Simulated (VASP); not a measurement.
# Zn (Pm-3m) in VASP: single point with LDA

Aim: the single point of Zn with LDA.

Program: VASP 6.6.1. These are calculated values, not measurements. Logs are shortened: lines on timing, memory, paths and dates and some standing lists are left out, and cuts for length are marked.

## Step 1: The cell of the first run

Symmetry: Pm-3m, No. 221, cubic system. The conventional cell has a = 3.893 Å, b = 3.893 Å, c = 3.893 Å, α = 90.00°, β = 90.00°, γ = 90.00°. Within 5.1 Å of Zn (site symmetry m-3m) lie 6 Zn at 3.89 Å.

## Step 2: Single point, LDA

Contents of INCAR:

```
SYSTEM = Zn
  ALGO = Normal
  EDIFF = 1E-7
  ENCUT = 520
  GGA = CA
  ISIF = 2
  ISMEAR = -1
  LASPH = .True.
  LCHARG = .False.
  LREAL = .False.
  LWAVE = .False.
  NBANDS = 12
  NELM = 60
  PREC = Accurate
  SIGMA = 0.1
```

Contents of KPOINTS:

```
k-points
0
Gamma
  6 6 6
  0 0 0
```

Contents of POSCAR:

```
Zn
1.0
    3.8930000000      0.0000000000      0.0000000000
    0.0000000000      3.8930000000      0.0000000000
    0.0000000000      0.0000000000      3.8930000000
Zn
1
Direct
    0.0000000000      0.0000000000      0.0000000000
```

Potentials or basis: VASP PAW LDA potentials, release 64 (Zn).

Started as:

```sh
> cat potpaw_LDA.64/Zn/POTCAR > POTCAR
> mpirun -np 1 vasp_std > vasp.out
```

OUTCAR:

```text
SYSTEM = Zn
   EDIFF = 1E-7
   ENCUT = 520
   GGA = CA
   ISIF = 2
   ISMEAR = -1
   LASPH = .True.
   LREAL = .False.
   NELM = 60
   PREC = Accurate

 ion  position               nearest neighbor table
   1  0.000  0.000  0.000-

  LATTYP: Found a simple cubic cell.
 ALAT       =     3.8930000000

  Lattice vectors:

 A1 = (   3.8930000000,   0.0000000000,   0.0000000000)
 A2 = (   0.0000000000,   3.8930000000,   0.0000000000)
 A3 = (   0.0000000000,   0.0000000000,   3.8930000000)

Analysis of symmetry for initial positions (statically):
=====================================================================
 Subroutine PRICEL returns:
 Original cell was already a primitive cell.

 Routine SETGRP: Setting up the symmetry group for a
 simple cubic supercell.

 Subroutine GETGRP returns: Found 48 space group operations
 (whereof 48 operations were pure point group operations)
 out of a pool of 48 trial point group operations.

The static configuration has the point symmetry O_h .

Analysis of symmetry for dynamics (positions and initial velocities):
=====================================================================
 Subroutine PRICEL returns:
 Original cell was already a primitive cell.

 Routine SETGRP: Setting up the symmetry group for a
 simple cubic supercell.

 Subroutine GETGRP returns: Found 48 space group operations
 (whereof 48 operations were pure point group operations)
 out of a pool of 48 trial point group operations.

The dynamic configuration has the point symmetry O_h .

 Subroutine INISYM returns: Found 48 space group operations
 (whereof 48 operations are pure point group operations),
 and found     1 'primitive' translations

----------------------------------------------------------------------------------------

                                     Primitive cell

  volume of cell :      59.0002

  direct lattice vectors                    reciprocal lattice vectors
     3.893000000  0.000000000  0.000000000     0.256871307  0.000000000  0.000000000
     0.000000000  3.893000000  0.000000000     0.000000000  0.256871307  0.000000000
     0.000000000  0.000000000  3.893000000     0.000000000  0.000000000  0.256871307

  length of vectors
     3.893000000  3.893000000  3.893000000     0.256871307  0.256871307  0.256871307

  position of ions in fractional coordinates (direct lattice)
     0.000000000  0.000000000  0.000000000

  ion indices of the primitive-cell ions
   primitive index   ion index
                 1           1

----------------------------------------------------------------------------------------

 KPOINTS: k-points

Automatic generation of k-mesh.
 Grid dimensions read from file:
 generate k-points for:    6    6    6

 Generating k-lattice:

  Cartesian coordinates                     Fractional coordinates (reciprocal lattice)
     0.042811885  0.000000000  0.000000000     0.166666667  0.000000000  0.000000000
     0.000000000  0.042811885  0.000000000     0.000000000  0.166666667  0.000000000
     0.000000000  0.000000000  0.042811885     0.000000000  0.000000000  0.166666667

  Length of vectors
     0.042811885  0.042811885  0.042811885

  Shift w.r.t. Gamma in fractional coordinates (k-lattice)
     0.000000000  0.000000000  0.000000000

 Subroutine IBZKPT returns following result:
 ===========================================

 Found     20 irreducible k-points:

 Following reciprocal coordinates:
            Coordinates               Weight
  0.000000  0.000000  0.000000      1.000000
  0.166667  0.000000  0.000000      6.000000
  0.333333  0.000000  0.000000      6.000000
  0.500000  0.000000  0.000000      3.000000
  0.166667  0.166667  0.000000     12.000000
  0.333333  0.166667  0.000000     24.000000
[... 12 lines left out ...]
  0.500000  0.500000  0.333333      6.000000
  0.500000  0.500000  0.500000      1.000000
   k-points           NKPTS =     20   k-points in BZ     NKDIM =     20   number of bands    NBANDS=     12
   number of dos      NEDOS =    301   number of ions     NIONS =      1
   total plane-waves  NPLWV =  27000
   dimension x,y,z NGX =    30 NGY =   30 NGZ =   30
   dimension x,y,z NGXF=    60 NGYF=   60 NGZF=   60
   ions per type =               1
   NGX,Y,Z   is equivalent  to a cutoff of  12.81, 12.81, 12.81 a.u.
   NGXF,Y,Z  is equivalent  to a cutoff of  25.62, 25.62, 25.62 a.u.
 SYSTEM =  Zn
   PREC   = accura    normal or accurate (medium, high low for compatibility)
   ISTART =      0    job   : 0-new  1-cont  2-samecut
   ICHARG =      2    charge: 1-file 2-atom 10-const
   ISPIN  =      1    spin polarized calculation?
   LNONCOLLINEAR =      F non collinear calculations
   LSORBIT =      F    spin-orbit coupling
   LASPH  =      T    aspherical Exc in radial PAW
   ENCUT  =  520.0 eV  38.22 Ry    6.18 a.u.   7.24  7.24  7.24*2*pi/ulx,y,z
   NELM   =     60;   NELMIN=  2; NELMDL= -5     # of ELM steps
   EDIFF  = 0.1E-06   stopping-criterion for ELM
   LREAL  =      F    real-space projection
   EDIFFG = 0.1E-05   stopping-criterion for IOM
   NSW    =      0    number of steps for IOM
   IBRION =     -1    ionic relax: 0-MD 1-quasi-New 2-CG
   NFREE  =      0    steps in history (QN), initial steepest desc. (CG)
   ISIF   =      2    stress and relaxation
   ISYM   =      2    0-nonsym 1-usesym 2-fastsym
   POTIM  = 0.5000    time-step for ionic-motion
   TEBEG  =    0.0;   TEEND  =   0.0 temperature during run
   PSTRESS=    0.0 pullay stress
   NELECT =      12.0000    total number of electrons
   NUPDOWN=      -1.0000    fix difference up-down
   EMIN   =  10.00;   EMAX   =-10.00  energy-range for DOS
   EFERMI =   0.00;   METHOD = LEGACY
   ISMEAR =    -1;   SIGMA  =   0.10  broadening in eV -4-tet -1-fermi 0-gaus
   EFERMI_NEDOS =   21; number of points for ismear=-14 and -15
   IALGO  =     38    algorithm
   IMIX   =      4    mixing-type and parameters
     AMIX     =   0.40;   BMIX     =  1.00
     AMIX_MAG =   1.60;   BMIX_MAG =  1.00
  volume/ion in A,a.u.               =      59.00       398.15
  Fermi-wavevector in a.u.,A,eV,Ry     =   0.962759  1.819350 12.611302  0.926905
  Thomas-Fermi vector in A             =   2.092246
   LORBIT       =      0    0 simple, 1 ext, 2 COOP (PROOUT), +10 PAW based schemes
   GGA     = CA    functional components
   LHFCALC =     F    Hartree Fock is set to
   AEXX    =    0.0000 exact exchange contribution
   IVDW    =     0    specifies the selected vdW correction
   LEPSILON=     F    determine dielectric tensor
   LRPA    =     F    only Hartree local field effects (RPA)
 non-spin polarized calculation
  energy-cutoff  :      520.00
  volume of cell :       59.00
 maximum number of plane-waves:      1622
 NGX is ok and might be reduce to    30
   NGX = 15   NGY = 15   NGZ = 15

 number of electron      11.9999965 magnetization

 Free energy of the ion-electron system (eV)
  ---------------------------------------------------
  ext. energy  EPLUGINS =         0.00000000
  ---------------------------------------------------
  free energy    TOTEN  =        -0.27285907 eV

  energy without entropy =       -0.27187723  energy(sigma->0) =       -0.27236815

 E-fermi :  -2.2620     XC(G=0):  -6.0804

 val. band max:       -2.4694025893   @ k =   0.5000   0.5000   0.5000
 cond. band min:      -1.9104840963   @ k =   0.5000   0.0000   0.0000
 fundamental gap:      0.5589184931
 Fermi energy:        -2.2619921326

 k-point     1 :       0.0000    0.0000    0.0000
  band No.  band energies     occupation
      1      -8.7777      2.00000
      2      -8.7777      2.00000
      3      -8.6866      2.00000
      4      -8.6866      2.00000
      5      -8.6866      2.00000
      6      -6.2791      2.00000
      7       3.3530      0.00000
      8       3.3530      0.00000
      9       3.3530      0.00000
     10       4.8834      0.00000
     11       6.1213      0.00000
     12       6.1213      0.00000

 k-point     2 :       0.1667    0.0000    0.0000
  band No.  band energies     occupation
      1      -8.7762      2.00000
      2      -8.7607      2.00000
      3      -8.6929      2.00000
      4      -8.6929      2.00000
      5      -8.6861      2.00000
      6      -6.0506      2.00000
      7       1.3233      0.00000
      8       3.5593      0.00000
      9       3.5593      0.00000
     10       5.4698      0.00000
     11       6.3649      0.00000
     12       8.2590      0.00000

 k-point     3 :       0.3333    0.0000    0.0000
  band No.  band energies     occupation
      1      -8.7731      2.00000
      2      -8.7287      2.00000
      3      -8.7055      2.00000
      4      -8.7055      2.00000
      5      -8.6850      2.00000
      6      -5.4333      2.00000
      7      -0.8761      0.00000
      8       4.0656      0.00000
      9       4.0656      0.00000
     10       6.2582      0.00000
     11       7.0649      0.00000
     12       9.2294      0.00000
[... 226 lines left out ...]
 k-point    19 :       0.5000    0.5000    0.3333
  band No.  band energies     occupation
      1      -8.7463      2.00000
      2      -8.7356      2.00000
      3      -8.7356      2.00000
      4      -8.6775      2.00000
      5      -8.6568      2.00000
      6      -2.9101      1.99694
      7       0.2774      0.00000
      8       0.2774      0.00000
      9       1.6743      0.00000
     10       3.5489      0.00000
     11       5.3692      0.00000
     12       5.3692      0.00000

 k-point    20 :       0.5000    0.5000    0.5000
  band No.  band energies     occupation
      1      -8.7445      2.00000
      2      -8.7445      2.00000
      3      -8.7445      2.00000
      4      -8.6564      2.00000
      5      -8.6564      2.00000
      6      -2.4694      1.77672
      7       0.6931      0.00000
      8       0.6931      0.00000
      9       0.6931      0.00000
     10       4.4237      0.00000
     11       4.4237      0.00000
     12       4.4237      0.00000

------------------------ aborting loop because EDIFF is reached ----------------------------------------

  FORCE on cell =-STRESS in cart. coord.  units (eV):
  Direction    XX          YY          ZZ          XY          YZ          ZX
  --------------------------------------------------------------------------------------
  -------------------------------------------------------------------------------------
  Total       -0.4581365     -0.4581365     -0.4581365     -0.0000000      0.0000000     -0.0000000
  in kB      -12.4409128    -12.4409128    -12.4409128     -0.0000000      0.0000000     -0.0000000
  external PRESSURE =     -12.4409128 kB  Pullay stress =       0.0000000 kB

 VOLUME and BASIS-vectors are now :
 -----------------------------------------------------------------------------
  energy-cutoff  :      520.00
  volume of cell :       59.00
      direct lattice vectors                 reciprocal lattice vectors
     3.893000000  0.000000000  0.000000000     0.256871307  0.000000000  0.000000000
     0.000000000  3.893000000  0.000000000     0.000000000  0.256871307  0.000000000
     0.000000000  0.000000000  3.893000000     0.000000000  0.000000000  0.256871307

 POSITION                                       TOTAL-FORCE (eV/Angst)
 -----------------------------------------------------------------------------------
      0.00000      0.00000      0.00000         0.000000      0.000000      0.000000
 -----------------------------------------------------------------------------------
    total drift:                                0.000000      0.000000     -0.000000

  FREE ENERGIE OF THE ION-ELECTRON SYSTEM (eV)
  ---------------------------------------------------
  free  energy   TOTEN  =        -0.2728590729 eV

  energy  without entropy=       -0.2718772339  energy(sigma->0) =       -0.27236815
```

Wall time 13 s (1 thread of Intel Xeon 6455B, shared host); peak memory 0.14 GiB.

What came out:

```yaml
Free_energy: -0.2729 eV
Pressure: -1.2 GPa
Band_gap_on_the_k_mesh: 0.56 eV, indirect (least direct gap 3.03 eV)
```

A k mesh can miss the band edges.
